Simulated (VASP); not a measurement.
# Rh (P6/mmm) in VASP: further runs

Rh is run at these levels: revPBE; tasks: single point.

Everything below comes from runs of VASP 6.6.1. Logs are shortened: lines on timing, memory, paths and dates and some standing lists are left out, and cuts for length are marked.

## (1) The cell of the first run

Symmetry: P6/mmm, No. 191, hexagonal system. Conventional cell: a = 4.358 Å, b = 4.358 Å, c = 2.675 Å, α = 90.00°, β = 90.00°, γ = 120.00°. Rh (site symmetry 6/mmm) has 14 Rh at 2.68 to 2.85 Å within 3.5 Å. Rh (site symmetry -6m2) has 11 Rh at 2.52 to 2.85 Å within 3.3 Å.

This isn't the form of Rh at room conditions, which is fcc.

## (2) Single point, revPBE (14.67 Å³/atom)

File INCAR:

```
ALGO = Normal
EDIFF = 1E-6
ENCUT = 520
GGA = RE
ISIF = 2
ISMEAR = -1
LASPH = T
LCHARG = F
LREAL = F
LWAVE = F
NBANDS = 30
NELM = 60
PREC = Accurate
SIGMA = 0.1
```

File KPOINTS:

```
k-points
0
Gamma
  10 10 13
```

File POSCAR:

```
Rh
1.0
    4.3581945430      0.0000000000      0.0000000000
   -2.1790972715      3.7743071889      0.0000000000
    0.0000000000      0.0000000000      2.6753930997
Rh
3
Direct
    1.0000000000      0.0000000000      0.0000000000
    0.3333333333      0.6666666667      0.5000000000
    0.6666666667      0.3333333333      0.5000000000
```

Potentials or basis: VASP PAW PBE potentials, release 64 (Rh_pv).

Command:

```bash
cat potpaw_PBE.64/Rh_pv/POTCAR > POTCAR
mpirun -np 1 vasp_std > vasp.out
```

OUTCAR:

```text
EDIFF = 1E-6
   ENCUT = 520
   GGA = RE
   ISIF = 2
   ISMEAR = -1
   LASPH = T
   LREAL = F
   NELM = 60
   PREC = Accurate

 ion  position               nearest neighbor table
   1  0.000  0.000  0.000-   2 2.85   3 2.85   2 2.85   3 2.85   3 2.85   3 2.85   2 2.85   2 2.85
                             3 2.85   3 2.85   2 2.85   2 2.85
   2  0.333  0.667  0.500-   3 2.52   3 2.52   3 2.52   1 2.85   1 2.85   1 2.85   1 2.85   1 2.85
                             1 2.85
   3  0.667  0.333  0.500-   2 2.52   2 2.52   2 2.52   1 2.85   1 2.85   1 2.85   1 2.85   1 2.85
                             1 2.85

  LATTYP: Found a hexagonal cell.
 ALAT       =     4.3581945430
 C/A-ratio  =     0.6138764741

  Lattice vectors:

 A1 = (   4.3581945430,   0.0000000000,   0.0000000000)
 A2 = (  -2.1790972715,   3.7743071889,   0.0000000000)
 A3 = (   0.0000000000,   0.0000000000,   2.6753930997)

Analysis of symmetry for initial positions (statically):
=====================================================================
 Subroutine PRICEL returns:
 Original cell was already a primitive cell.

 Routine SETGRP: Setting up the symmetry group for a
 hexagonal supercell.

 Subroutine GETGRP returns: Found 24 space group operations
 (whereof 24 operations were pure point group operations)
 out of a pool of 24 trial point group operations.

The static configuration has the point symmetry D_6h.

Analysis of symmetry for dynamics (positions and initial velocities):
=====================================================================
 Subroutine PRICEL returns:
 Original cell was already a primitive cell.

 Routine SETGRP: Setting up the symmetry group for a
 hexagonal supercell.

 Subroutine GETGRP returns: Found 24 space group operations
 (whereof 24 operations were pure point group operations)
 out of a pool of 24 trial point group operations.

The dynamic configuration has the point symmetry D_6h.

 Subroutine INISYM returns: Found 24 space group operations
 (whereof 24 operations are pure point group operations),
 and found     1 'primitive' translations

----------------------------------------------------------------------------------------

                                     Primitive cell

  volume of cell :      44.0080

  direct lattice vectors                    reciprocal lattice vectors
     4.358194543  0.000000000  0.000000000     0.229452814  0.132474644  0.000000000
    -2.179097271  3.774307189  0.000000000     0.000000000  0.264949287  0.000000000
     0.000000000  0.000000000  2.675393100     0.000000000  0.000000000  0.373776848

  length of vectors
     4.358194543  4.358194543  2.675393100     0.264949287  0.264949287  0.373776848

  position of ions in fractional coordinates (direct lattice)
     0.000000000  0.000000000  0.000000000
     0.333333333  0.666666667  0.500000000
     0.666666667  0.333333333  0.500000000

  ion indices of the primitive-cell ions
   primitive index   ion index
                 1           1
                 2           2
                 3           3

----------------------------------------------------------------------------------------

 KPOINTS: k-points

Automatic generation of k-mesh.
 Grid dimensions read from file:
 generate k-points for:   10   10   13

 Generating k-lattice:

  Cartesian coordinates                     Fractional coordinates (reciprocal lattice)
     0.022945281  0.013247464  0.000000000     0.100000000  0.000000000  0.000000000
     0.000000000  0.026494929  0.000000000     0.000000000  0.100000000  0.000000000
     0.000000000  0.000000000  0.028752065     0.000000000  0.000000000  0.076923077

  Length of vectors
     0.026494929  0.026494929  0.028752065

  Shift w.r.t. Gamma in fractional coordinates (k-lattice)
     0.000000000  0.000000000  0.000000000

 Subroutine IBZKPT returns following result:
 ===========================================

 Found     98 irreducible k-points:

 Following reciprocal coordinates:
            Coordinates               Weight
  0.000000  0.000000  0.000000      1.000000
  0.100000  0.000000  0.000000      6.000000
  0.200000  0.000000  0.000000      6.000000
  0.300000 -0.000000  0.000000      6.000000
  0.400000 -0.000000  0.000000      6.000000
  0.500000 -0.000000  0.000000      3.000000
[... 16 lines left out ...]
  0.300000  0.100000  0.076923     24.000000
  0.400000  0.100000  0.076923     24.000000
 [... further k-points ...]
   k-points           NKPTS =     98   k-points in BZ     NKDIM =     98   number of bands    NBANDS=     30
   number of dos      NEDOS =    301   number of ions     NIONS =      3
   total plane-waves  NPLWV =  20480
   dimension x,y,z NGX =    32 NGY =   32 NGZ =   20
   dimension x,y,z NGXF=    64 NGYF=   64 NGZF=   40
   ions per type =               3
   NGX,Y,Z   is equivalent  to a cutoff of  12.21, 12.21, 12.43 a.u.
   NGXF,Y,Z  is equivalent  to a cutoff of  24.41, 24.41, 24.86 a.u.
 SYSTEM =  unknown system
   PREC   = accura    normal or accurate (medium, high low for compatibility)
   ISTART =      0    job   : 0-new  1-cont  2-samecut
   ICHARG =      2    charge: 1-file 2-atom 10-const
   ISPIN  =      1    spin polarized calculation?
   LNONCOLLINEAR =      F non collinear calculations
   LSORBIT =      F    spin-orbit coupling
   LASPH  =      T    aspherical Exc in radial PAW
   ENCUT  =  520.0 eV  38.22 Ry    6.18 a.u.   8.10  8.10  4.97*2*pi/ulx,y,z
   NELM   =     60;   NELMIN=  2; NELMDL= -5     # of ELM steps
   EDIFF  = 0.1E-05   stopping-criterion for ELM
   LREAL  =      F    real-space projection
   EDIFFG = 0.1E-04   stopping-criterion for IOM
   NSW    =      0    number of steps for IOM
   IBRION =     -1    ionic relax: 0-MD 1-quasi-New 2-CG
   NFREE  =      0    steps in history (QN), initial steepest desc. (CG)
   ISIF   =      2    stress and relaxation
   ISYM   =      2    0-nonsym 1-usesym 2-fastsym
   POTIM  = 0.5000    time-step for ionic-motion
   TEBEG  =    0.0;   TEEND  =   0.0 temperature during run
   PSTRESS=    0.0 pullay stress
   NELECT =      45.0000    total number of electrons
   NUPDOWN=      -1.0000    fix difference up-down
   EMIN   =  10.00;   EMAX   =-10.00  energy-range for DOS
   EFERMI =   0.00;   METHOD = LEGACY
   ISMEAR =    -1;   SIGMA  =   0.10  broadening in eV -4-tet -1-fermi 0-gaus
   EFERMI_NEDOS =   21; number of points for ismear=-14 and -15
   IALGO  =     38    algorithm
   IMIX   =      4    mixing-type and parameters
     AMIX     =   0.40;   BMIX     =  1.00
     AMIX_MAG =   1.60;   BMIX_MAG =  1.00
  volume/ion in A,a.u.               =      14.67        98.99
  Fermi-wavevector in a.u.,A,eV,Ry     =   1.649308  3.116741 37.010812  2.720218
  Thomas-Fermi vector in A             =   2.738450
   LORBIT       =      0    0 simple, 1 ext, 2 COOP (PROOUT), +10 PAW based schemes
   GGA     = RE    functional components
   LHFCALC =     F    Hartree Fock is set to
   AEXX    =    0.0000 exact exchange contribution
   IVDW    =     0    specifies the selected vdW correction
   LEPSILON=     F    determine dielectric tensor
   LRPA    =     F    only Hartree local field effects (RPA)
 non-spin polarized calculation
  energy-cutoff  :      520.00
  volume of cell :       44.01
 maximum number of plane-waves:      1204
   NGX = 17   NGY = 17   NGZ =  9

 number of electron      44.9999997 magnetization

 Free energy of the ion-electron system (eV)
  ---------------------------------------------------
  ext. energy  EPLUGINS =         0.00000000
  ---------------------------------------------------
  free energy    TOTEN  =       -19.69988464 eV

  energy without entropy =      -19.50297313  energy(sigma->0) =      -19.60142888

 E-fermi :  10.8561     XC(G=0): -13.5243

 val. band max:       10.8558462488   @ k =   0.3000   0.2000   0.0000
 cond. band min:      10.8577467902   @ k =   0.2000   0.1000   0.2308
 fundamental gap:      0.0019005415
 Fermi energy:        10.8560916871

 k-point     1 :       0.0000    0.0000    0.0000
  band No.  band energies     occupation
      1     -36.0346      2.00000
      2     -36.0346      2.00000
      3     -35.6821      2.00000
      4     -35.6821      2.00000
      5     -35.4939      2.00000
      6     -35.3824      2.00000
[... 22 lines left out ...]
     29      19.0452      0.00000
     30      19.7408      0.00000

 k-point     2 :       0.1000    0.0000    0.0000
  band No.  band energies     occupation
      1     -36.0451      2.00000
      2     -36.0322      2.00000
      3     -35.6673      2.00000
      4     -35.6666      2.00000
      5     -35.4903      2.00000
      6     -35.4010      2.00000
[... 22 lines left out ...]
     29      20.4858      0.00000
     30      20.6431      0.00000

 k-point     3 :       0.2000    0.0000    0.0000
  band No.  band energies     occupation
      1     -36.0699      2.00000
      2     -36.0193      2.00000
      3     -35.6323      2.00000
      4     -35.6299      2.00000
      5     -35.4805      2.00000
      6     -35.4496      2.00000
[... 22 lines left out ...]
     29      21.5149      0.00000
     30      22.2462      0.00000

 k-point     4 :       0.3000   -0.0000    0.0000
  band No.  band energies     occupation
      1     -36.0963      2.00000
      2     -35.9882      2.00000
      3     -35.6188      2.00000
      4     -35.5824      2.00000
      5     -35.4960      2.00000
      6     -35.4668      2.00000
[... 22 lines left out ...]
     29      22.9782      0.00000
     30      23.7732      0.00000

 k-point     5 :       0.4000   -0.0000    0.0000
  band No.  band energies     occupation
      1     -36.1155      2.00000
      2     -35.9419      2.00000
      3     -35.6668      2.00000
      4     -35.5349      2.00000
      5     -35.4957      2.00000
      6     -35.4536      2.00000
[... 22 lines left out ...]
     29      24.7784      0.00000
     30      25.0304      0.00000
[... 526 lines left out ...]
     29      20.3547      0.00000
     30      22.5172      0.00000

 k-point    22 :       0.2000    0.1000    0.0769
  band No.  band energies     occupation
      1     -36.0790      2.00000
      2     -36.0024      2.00000
      3     -35.6204      2.00000
      4     -35.5931      2.00000
      5     -35.4942      2.00000
      6     -35.4870      2.00000
[... 22 lines left out ...]
     29      21.5854      0.00000
     30      23.9232      0.00000

 k-point    23 :       0.3000    0.1000    0.0769
  band No.  band energies     occupation
      1     -36.0986      2.00000
      2     -35.9634      2.00000
      3     -35.6503      2.00000
      4     -35.5477      2.00000
      5     -35.5070      2.00000
      6     -35.4760      2.00000
[... 22 lines left out ...]
     29      23.2245      0.00000
     30      25.2903      0.00000

 k-point    24 :       0.4000    0.1000    0.0769
  band No.  band energies     occupation
      1     -36.1099      2.00000
      2     -35.9192      2.00000
      3     -35.7080      2.00000
      4     -35.5087      2.00000
      5     -35.4939      2.00000
      6     -35.4689      2.00000
[... 22 lines left out ...]
     29      24.9048      0.00000
     30      26.1901      0.00000

 [... further k-points ...]
[... 5 lines left out ...]
  --------------------------------------------------------------------------------------
  -------------------------------------------------------------------------------------
  Total        0.0796328      0.0796328     -0.1484151      0.0000000      0.0000000      0.0000000
  in kB        2.8991526      2.8991526     -5.4032766      0.0000000      0.0000000      0.0000000
  external PRESSURE =       0.1316762 kB  Pullay stress =       0.0000000 kB

 VOLUME and BASIS-vectors are now :
 -----------------------------------------------------------------------------
  energy-cutoff  :      520.00
  volume of cell :       44.01
      direct lattice vectors                 reciprocal lattice vectors
     4.358194543  0.000000000  0.000000000     0.229452814  0.132474644  0.000000000
    -2.179097271  3.774307189  0.000000000     0.000000000  0.264949287  0.000000000
     0.000000000  0.000000000  2.675393100     0.000000000  0.000000000  0.373776848

 POSITION                                       TOTAL-FORCE (eV/Angst)
 -----------------------------------------------------------------------------------
      0.00000      0.00000      0.00000        -0.000000      0.000000      0.000000
     -0.00000      2.51620      1.33770        -0.000000      0.000000      0.000000
      2.17910      1.25810      1.33770         0.000000     -0.000000     -0.000000
 -----------------------------------------------------------------------------------
    total drift:                               -0.000000      0.000000      0.000000

  FREE ENERGIE OF THE ION-ELECTRON SYSTEM (eV)
  ---------------------------------------------------
  free  energy   TOTEN  =       -19.6998846360 eV

  energy  without entropy=      -19.5029731293  energy(sigma->0) =      -19.60142888
```

It took 100 s on 1 thread of Intel Xeon 8259CL, shared host; peak memory 0.22 GiB.

What came out:

```
Free energy            : -19.6999 eV
Pressure               : 0.0 GPa
Band gap on the k mesh : zero (an odd number of electrons rules out a gap without spin polarisation)
```

Stress tensor (GPa, compression positive):
```
 0.29  0.00  0.00
 0.00  0.29  0.00
 0.00  0.00 -0.54
```

Caveat: the PAW data sets were made with another functional, which shifts forces and pressure a little.

[end of part 1 of 2]
